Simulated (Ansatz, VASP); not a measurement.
**TaV in VASP and in Ansatz**

Contents of INCAR:

```
  PREC = Accurate
  ENCUT = 520
  EDIFF = 1E-6
  ISMEAR = -1
  SIGMA = 0.05
  LREAL = False
  LASPH = True
  NELM = 150
  ALGO = Normal
  ISIF = 2
  LWAVE = False
  LCHARG = True
  ISPIN = 2
  MAGMOM = 0 2
  LORBIT = 11
  LMAXMIX = 4
  GGA = PE
  LELF = True
  LVHAR = True
  NBANDS = 23
```

KPOINTS

```
regular mesh
0
Gamma
  10 10 6
```

POSCAR

```
TaV
1.0
    1.6278432141     -2.3381439432      0.0000000000
    1.6278432141      2.3381439432      0.0000000000
    0.0000000000      0.0000000000      4.3984907225
Ta V
1 1
Direct
    0.0000000000      0.0000000000      0.0000000000
    0.5000000000      0.5000000000      0.5000000000
```

input.yaml

```yaml
crystal:
  lattice:
    - [1.6278432141, -2.3381439432, 0.0]
    - [1.6278432141, 2.3381439432, 0.0]
    - [0.0, 0.0, 4.3984907225]
  atoms:
    - { symbol: Ta, position: [0.0, 0.0, 0.0] }
    - { symbol: V, position: [0.5, 0.5, 0.5], spin: 2.0 }
hamiltonian:
  xc: pbe
  pseudopotentials: { kind: paw, level: accurate }
magnetization:
  spin_polarized: true
kpoints:
  mp_grid: { grid: [10, 10, 6] }
scf:
  occupations: { method: fermi_dirac, width: 0.05 }
output:
  forces: true
  stress: true
  eigenvalues: true
```

Alike in both runs: task single point; functional PBE; k mesh 10 × 10 × 6; occupations fermi-dirac, width 0.05 eV; collinear spin.

|  | VASP | Ansatz |
| --- | --- | --- |
| version | VASP 6.6.1 | Ansatz 0.2.0 |
| potentials or method | VASP PAW PBE potentials, release 64 (Ta_pv, V_sv) | Ansatz PAW earlier set |
| plane-wave cutoff (eV) | 520 | 930 |
| valence electrons in the cell | 24 | 40 |

Ansatz gave:

| Item | Value |
| --- | --- |
| gap on the k mesh at the Fermi level (eV) | none |
| pressure (GPa) | -6.7 |
| traceless stress, the component that is largest in VASP (GPa) | -0.70 |
| net moment per atom (μB) | 0.00 |

Which values does VASP return?

gap on the k mesh at the Fermi level (eV): none; pressure (GPa): -6.5; traceless stress, the component that is largest in VASP (GPa): -0.71; net moment per atom (μB): 0.00.

A gap of «none» marks a metal or a gap that the smearing closes. VASP's potentials hold 24 valence electrons a cell and Ansatz's 40, so a difference there can come from the potentials and not from the codes.

Spin-orbit coupling is off throughout.
